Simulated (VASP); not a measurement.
# Os (Cmce) in VASP: a series of runs

The runs below take Os through single point, relaxation of cell and atoms, with PBEsol.

All numbers are computed with VASP 6.6.1; they aren't measurements. Logs are shortened: lines on timing, memory, paths and dates and some standing lists are left out, and cuts for length are marked.

## 1. The cell of the first run

Symmetry: Cmce, No. 64, orthorhombic system. Conventional cell: a = 5.106 Å, b = 3.374 Å, c = 6.882 Å, α = 90.00°, β = 90.00°, γ = 90.00°. Os (site symmetry m) has 3 Os at 1.90 to 2.49 Å within 2.5 Å.

## 2. Single point, PBEsol

INCAR reads:

```
ALGO = Normal
EDIFF = 1E-6
ENCUT = 500
GGA = PS
GGA_COMPAT = F
ISIF = 2
ISMEAR = 0
LASPH = T
LCHARG = F
LREAL = F
LWAVE = F
NBANDS = 40
NELM = 120
PREC = Accurate
SIGMA = 0.1
```

KPOINTS reads:

```
k-points
0
Gamma
  6 6 4
```

POSCAR reads:

```
Os
1.0
    2.5527705329     -1.6871860380      0.0000000000
    2.5527705329      1.6871860380      0.0000000000
    0.0000000000      0.0000000000      6.8824523259
Os
4
Direct
    0.8500000000      0.1500000000      0.1170000000
    0.6500000000      0.3500000000      0.6170000000
    0.1500000000      0.8500000000      0.8830000000
    0.3500000000      0.6500000000      0.3830000000
```

Potentials or basis: VASP PAW PBE potentials, release 64 (Os_sv_GW).

Command:

```sh
> cat potpaw_PBE.64/Os_sv_GW/POTCAR > POTCAR
> mpirun -np 1 vasp_std > vasp.out
```

OUTCAR:

```text
EDIFF = 1E-6
   ENCUT = 500
   GGA = PS
   ISIF = 2
   ISMEAR = 0
   LASPH = T
   LREAL = F
   NELM = 120
   PREC = Accurate

 ion  position               nearest neighbor table
   1  0.850  0.150  0.117-   3 1.90   4 2.49   4 2.49   3 2.86   3 3.09   3 3.09   4 3.14   4 3.14

   2  0.650  0.350  0.617-   4 1.90   3 2.49   3 2.49   4 2.86   4 3.09   4 3.09   3 3.14   3 3.14

   3  0.150  0.850  0.883-   1 1.90   2 2.49   2 2.49   1 2.86   1 3.09   1 3.09   2 3.14   2 3.14

   4  0.350  0.650  0.383-   2 1.90   1 2.49   1 2.49   2 2.86   2 3.09   2 3.09   1 3.14   1 3.14

  LATTYP: Found a base centered orthorhombic cell.
 ALAT       =     3.3743720760
 B/A-ratio  =     1.5130344108
 C/A-ratio  =     2.0396246089

  Lattice vectors:

 A1 = (  -2.5527705329,  -1.6871860380,   0.0000000000)
 A2 = (   2.5527705329,  -1.6871860380,   0.0000000000)
 A3 = (   0.0000000000,   0.0000000000,   6.8824523259)

Analysis of symmetry for initial positions (statically):
=====================================================================
 Subroutine PRICEL returns:
 Original cell was already a primitive cell.

 Routine SETGRP: Setting up the symmetry group for a
 base centered orthorhombic supercell.

 Subroutine GETGRP returns: Found  8 space group operations
 (whereof  4 operations were pure point group operations)
 out of a pool of  8 trial point group operations.

The static configuration has the point symmetry C_2h.
 The point group associated with its full space group is D_2h.

Analysis of symmetry for dynamics (positions and initial velocities):
=====================================================================
 Subroutine PRICEL returns:
 Original cell was already a primitive cell.

 Routine SETGRP: Setting up the symmetry group for a
 base centered orthorhombic supercell.

 Subroutine GETGRP returns: Found  8 space group operations
 (whereof  4 operations were pure point group operations)
 out of a pool of  8 trial point group operations.

The dynamic configuration has the point symmetry C_2h.
 The point group associated with its full space group is D_2h.

 Subroutine INISYM returns: Found  8 space group operations
 (whereof  4 operations are pure point group operations),
 and found     1 'primitive' translations

[... 97 lines left out ...]
   NELM   =    120;   NELMIN=  2; NELMDL= -5     # of ELM steps
   EDIFF  = 0.1E-05   stopping-criterion for ELM
   LREAL  =      F    real-space projection
   EDIFFG = 0.1E-04   stopping-criterion for IOM
   NSW    =      0    number of steps for IOM
   IBRION =     -1    ionic relax: 0-MD 1-quasi-New 2-CG
   NFREE  =      0    steps in history (QN), initial steepest desc. (CG)
   ISIF   =      2    stress and relaxation
   ISYM   =      2    0-nonsym 1-usesym 2-fastsym
   POTIM  = 0.5000    time-step for ionic-motion
   TEBEG  =    0.0;   TEEND  =   0.0 temperature during run
   PSTRESS=    0.0 pullay stress
   NELECT =      64.0000    total number of electrons
   NUPDOWN=      -1.0000    fix difference up-down
   EMIN   =  10.00;   EMAX   =-10.00  energy-range for DOS
   EFERMI =   0.00;   METHOD = LEGACY
   ISMEAR =     0;   SIGMA  =   0.10  broadening in eV -4-tet -1-fermi 0-gaus
   EFERMI_NEDOS =   21; number of points for ismear=-14 and -15
   IALGO  =     38    algorithm
   IMIX   =      4    mixing-type and parameters
     AMIX     =   0.40;   BMIX     =  1.00
     AMIX_MAG =   1.60;   BMIX_MAG =  1.00
  volume/ion in A,a.u.               =      14.82       100.02
  Fermi-wavevector in a.u.,A,eV,Ry     =   1.679392  3.173591 38.373309  2.820359
  Thomas-Fermi vector in A             =   2.763312
   LORBIT       =      0    0 simple, 1 ext, 2 COOP (PROOUT), +10 PAW based schemes
   GGA     = PS    functional components
   LHFCALC =     F    Hartree Fock is set to
   AEXX    =    0.0000 exact exchange contribution
   IVDW    =     0    specifies the selected vdW correction
   LEPSILON=     F    determine dielectric tensor
   LRPA    =     F    only Hartree local field effects (RPA)
 non-spin polarized calculation
 Gauss-broadening in eV      SIGMA  =   0.10
  energy-cutoff  :      500.00
  volume of cell :       59.29
 maximum number of plane-waves:      1530
 NGX is ok and might be reduce to    24
   NGX = 11   NGY = 11   NGZ = 25

 number of electron      64.0000003 magnetization

 Free energy of the ion-electron system (eV)
  ---------------------------------------------------
  ext. energy  EPLUGINS =         0.00000000
  ---------------------------------------------------
  free energy    TOTEN  =       -39.53780431 eV

  energy without entropy =      -39.51399597  energy(sigma->0) =      -39.52590014

 E-fermi :  13.0204     XC(G=0): -14.1741

 val. band max:       13.0078930660   @ k =   0.1667   0.1667   0.5000
 cond. band min:      13.0334305454   @ k =   0.3333  -0.0000   0.5000
 fundamental gap:      0.0255374795
 Fermi energy:        13.0203506461

 k-point     1 :       0.0000    0.0000    0.0000
  band No.  band energies     occupation
      1     -74.4025      2.00000
      2     -74.3083      2.00000
      3     -73.4820      2.00000
      4     -73.3805      2.00000
      5     -36.7690      2.00000
      6     -36.4767      2.00000
[... 1021 lines left out ...]
     39      18.1156      0.00000
     40      19.0304      0.00000

 [... further k-points ...]

------------------------ aborting loop because EDIFF is reached ----------------------------------------

  FORCE on cell =-STRESS in cart. coord.  units (eV):
  Direction    XX          YY          ZZ          XY          YZ          ZX
  --------------------------------------------------------------------------------------
  -------------------------------------------------------------------------------------
  Total       -9.6754828     31.2175908     72.1447275      0.0000000      0.0000000      0.0000000
  in kB     -261.4780686    843.6494107   1949.6974392      0.0000000      0.0000000      0.0000000
  external PRESSURE =     843.9562605 kB  Pullay stress =       0.0000000 kB

 VOLUME and BASIS-vectors are now :
 -----------------------------------------------------------------------------
  energy-cutoff  :      500.00
  volume of cell :       59.29
      direct lattice vectors                 reciprocal lattice vectors
     2.552770533 -1.687186038  0.000000000     0.195865627 -0.296351433  0.000000000
     2.552770533  1.687186038  0.000000000     0.195865627  0.296351433  0.000000000
     0.000000000  0.000000000  6.882452326     0.000000000  0.000000000  0.145297047

 POSITION                                       TOTAL-FORCE (eV/Angst)
 -----------------------------------------------------------------------------------
      2.55277     -1.18103      0.80525         0.000000     12.050748     16.455369
      2.55277     -0.50616      4.24647         0.000000    -12.050748     16.455369
      2.55277      1.18103      6.07721         0.000000    -12.050748    -16.455369
      2.55277      0.50616      2.63598         0.000000     12.050748    -16.455369
 -----------------------------------------------------------------------------------
    total drift:                               -0.000000      0.000000     -0.000000

  FREE ENERGIE OF THE ION-ELECTRON SYSTEM (eV)
  ---------------------------------------------------
  free  energy   TOTEN  =       -39.5378043149 eV

  energy  without entropy=      -39.5139959741  energy(sigma->0) =      -39.52590014
```

Run time: 28 s. Hardware: 1 thread of Intel Xeon 6975P-C (Granite Rapids), shared host; peak memory 0.21 GiB.

What came out:

```
Free energy            : -39.5378 eV
Pressure               : 84.4 GPa
Largest force          : 20.396 eV/Å
Band gap on the k mesh : zero (bands 32 and 33 overlap by 1.84 eV)
```

Forces in eV/Å, atoms in the order of the input:
```
Os    0.000  12.051  16.455
Os    0.000 -12.051  16.455
Os    0.000 -12.051 -16.455
Os    0.000  12.051 -16.455
```

Caveat: the k points lie up to 0.37 Å⁻¹ apart, too coarse for converged energies and pressures of a metal; atoms lie so close that the PAW spheres overlap strongly, which falsifies energies and pressures; the PAW data sets were made with another functional, which shifts forces and pressure a little; spin-orbit coupling is left out, which moves the levels of the heavy elements.

## 3. Single point, PBEsol

This run uses another cell than the first one, of 14.94 Å³/atom.

INCAR reads:

```
SYSTEM = Os
PREC = Accurate
ENCUT = 500
EDIFF = 1E-6
ISMEAR = 0
SIGMA = 0.1
LREAL = .FALSE.
LASPH = .TRUE.
NELM = 120
ALGO = Normal
ISIF = 2
LWAVE = .FALSE.
LCHARG = .TRUE.
GGA = PS
LELF = .TRUE.
LVHAR = .TRUE.
NBANDS = 40
GGA_COMPAT = .FALSE.
```

KPOINTS reads:

```
Automatic mesh
0
G
  6 6 4
  0 0 0
```

POSCAR reads:

```
Os
1.0
    1.3637618466     -4.7366637759      0.0000000000
    1.3637618466      4.7366637759      0.0000000000
    0.0000000000      0.0000000000      4.6267803482
Os
4
Direct
    0.1261486608      0.8738513392      0.9852855337
    0.6261486608      0.3738513392      0.5147144663
    0.8738513392      0.1261486608      0.0147144663
    0.3738513392      0.6261486608      0.4852855337
```

Potentials or basis: VASP PAW PBE potentials, release 64 (Os_sv_GW).

Command:

```sh
> cat potpaw_PBE.64/Os_sv_GW/POTCAR > POTCAR
> mpirun -np 1 vasp_std > vasp.out
```

OUTCAR:

```text
SYSTEM = Os
   PREC = Accurate
   ENCUT = 500
   EDIFF = 1E-6
   ISMEAR = 0
   LREAL = .FALSE.
   LASPH = .TRUE.
   NELM = 120
   ISIF = 2
   GGA = PS

 ion  position               nearest neighbor table
   1  0.126  0.874  0.985-   3 2.39   2 2.57   2 2.57   3 2.72   3 2.72   2 2.80   2 2.80   4 3.30
                             4 3.30
   2  0.626  0.374  0.515-   4 2.39   1 2.57   1 2.57   4 2.72   4 2.72   1 2.80   1 2.80   3 3.30
                             3 3.30
   3  0.874  0.126  0.015-   1 2.39   4 2.57   4 2.57   1 2.72   1 2.72   4 2.80   4 2.80   2 3.30
                             2 3.30
   4  0.374  0.626  0.485-   2 2.39   3 2.57   3 2.57   2 2.72   2 2.72   3 2.80   3 2.80   1 3.30
                             1 3.30

[... 1237 lines left out ...]
  -------------------------------------------------------------------------------------
  Total       -0.9379806     -0.8438138     -0.9154261      0.0000000     -0.0000000      0.0000000
  in kB      -25.1411116    -22.6171160    -24.5365740      0.0000000     -0.0000000      0.0000000
  external PRESSURE =     -24.0982672 kB  Pullay stress =       0.0000000 kB

 VOLUME and BASIS-vectors are now :
 -----------------------------------------------------------------------------
  energy-cutoff  :      500.00
  volume of cell :       59.78
      direct lattice vectors                 reciprocal lattice vectors
     1.363761847 -4.736663776  0.000000000     0.366632929 -0.105559530  0.000000000
     1.363761847  4.736663776  0.000000000     0.366632929  0.105559530  0.000000000
     0.000000000  0.000000000  4.626780348     0.000000000  0.000000000  0.216133018

 POSITION                                       TOTAL-FORCE (eV/Angst)
 -----------------------------------------------------------------------------------
      1.36376      3.54162      4.55870         0.000000     -0.031097      0.007979
      1.36376     -1.19505      2.38147         0.000000     -0.031097     -0.007979
      1.36376     -3.54162      0.06808         0.000000      0.031097     -0.007979
      1.36376      1.19505      2.24531         0.000000      0.031097      0.007979
 -----------------------------------------------------------------------------------
    total drift:                                0.000000     -0.000000      0.000000

  FREE ENERGIE OF THE ION-ELECTRON SYSTEM (eV)
  ---------------------------------------------------
  free  energy   TOTEN  =       -50.0914571703 eV

  energy  without entropy=      -50.0840158646  energy(sigma->0) =      -50.08773652
```

OSZICAR:

```text
N       E                     dE             d eps       ncg     rms          rms(c)
DAV:   1     0.668969471057E+03    0.66897E+03   -0.45187E+04  3424   0.165E+03
DAV:   2    -0.259839226367E+02   -0.69495E+03   -0.66673E+03  3872   0.518E+02
DAV:   3    -0.543337438577E+02   -0.28350E+02   -0.27379E+02  3728   0.968E+01
DAV:   4    -0.546526122634E+02   -0.31887E+00   -0.31751E+00  3376   0.955E+00
DAV:   5    -0.546582463745E+02   -0.56341E-02   -0.56316E-02  3704   0.931E-01    0.170E+02
DAV:   6    -0.505933755435E+02    0.40649E+01   -0.85845E+00  3328   0.153E+01    0.905E+01
DAV:   7    -0.501653707325E+02    0.42800E+00   -0.35897E+00  3616   0.918E+00    0.156E+01
DAV:   8    -0.500929359298E+02    0.72435E-01   -0.33093E-01  3272   0.369E+00    0.105E+00
DAV:   9    -0.500917604030E+02    0.11755E-02   -0.91080E-03  3600   0.478E-01    0.596E-01
DAV:  10    -0.500914707423E+02    0.28966E-03   -0.39882E-04  3344   0.165E-01    0.219E-01
DAV:  11    -0.500914570880E+02    0.13654E-04   -0.27640E-05  3552   0.391E-02    0.110E-02
DAV:  12    -0.500914571703E+02   -0.82313E-07   -0.90644E-07  2048   0.606E-03
   1 F= -.50091457E+02 E0= -.50087737E+02  d E =-.744131E-02
```

stdout:

```text
POSCAR found type information on POSCAR Os
 POSCAR found :  1 types and       4 ions
 scaLAPACK will be used
 -----------------------------------------------------------------------------
|                                                                             |
|                                                                             |
|     You enforced a specific xc type in the INCAR file but a different       |
|     I HOPE YOU KNOW WHAT YOU ARE DOING!                                     |
|                                                                             |
 -----------------------------------------------------------------------------

 LDA part: xc-table for (Slater+PW92), standard interpolation
 POSCAR, INCAR and KPOINTS ok, starting setup
 FFT: planning ... GRIDC
 FFT: planning ... GRID_SOFT
 FFT: planning ... GRID
 WAVECAR not read
 entering main loop
```

Wall time 2.1 min (1 thread of AMD EPYC 7R43 (Zen 3), shared host); peak memory 0.21 GiB.

What came out:

```
Free energy            : -50.0915 eV
Pressure               : -2.4 GPa
Largest force          : 0.032 eV/Å
Band gap on the k mesh : zero (bands 32 and 33 overlap by 1.94 eV)
```

Forces in eV/Å, atoms in the order of the input:
```
Os   0.000 -0.031  0.008
Os   0.000 -0.031 -0.008
Os   0.000  0.031 -0.008
Os   0.000  0.031  0.008
```

Levels at points of the mesh, in eV from the Fermi level:
```csv
k point,band 30,band 31,band 32,band 33,band 34,band 35
"(0.00, 0.00, 0.00)",-0.68,-0.60,-0.43,-0.11,0.35,0.51
"(0.50, 0.00, 0.00)",-1.64,-0.44,-0.44,0.55,0.55,2.43
"(0.50, 0.50, 0.00)",-1.54,-1.50,-0.68,0.50,1.55,2.36
"(0.00, 0.00, 0.50)",-1.10,-0.66,-0.66,0.04,0.04,0.74
"(0.50, 0.00, 0.50)",-0.70,1.15,1.15,2.71,2.71,2.97
"(0.50, 0.50, 0.50)",-1.70,-1.19,-1.19,-0.73,-0.73,0.60
```

Caveat: the k points lie up to 0.40 Å⁻¹ apart, too coarse for converged energies and pressures of a metal; the PAW data sets were made with another functional, which shifts forces and pressure a little; spin-orbit coupling is left out, which moves the levels of the heavy elements.

(Part 1 of 2 ends here.)
